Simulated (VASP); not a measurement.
Runs of VASP 6.6.1 on Sr. The structure is that of space group Im-3m (No. 229), or close to it. The cells are those of the table. This isn't the form of Sr at room conditions, which is fcc.

```csv
cell,gap on the mesh (eV),pressure (GPa)
"a = 4.206 Å, angles 109.5°, 1 atom",none,-0.3
"a = 4.080 Å, angles 109.5°, 1 atom",none,0.8
"a = 4.123 Å, angles 109.5°, 1 atom",none,(a)
"a = 4.246 Å, angles 109.5°, 1 atom",none,-0.5
```

Alike in all rows: task single point; level r2SCAN; potentials or basis VASP PAW PBE potentials, release 64 (Sr_sv); no spin polarisation; k mesh 12 × 12 × 12; cutoff (eV) 520; smearing gaussian 0.1 eV.

Question: Fill in the values left out.

Answer: (a) 0.4.

Caveats: the PAW data sets were made with another functional, which shifts forces and pressure a little.

A k mesh can miss the band edges, and the runs leave out spin-orbit coupling on Sr.

A gap of «none» marks levels without a gap at the run's occupations.
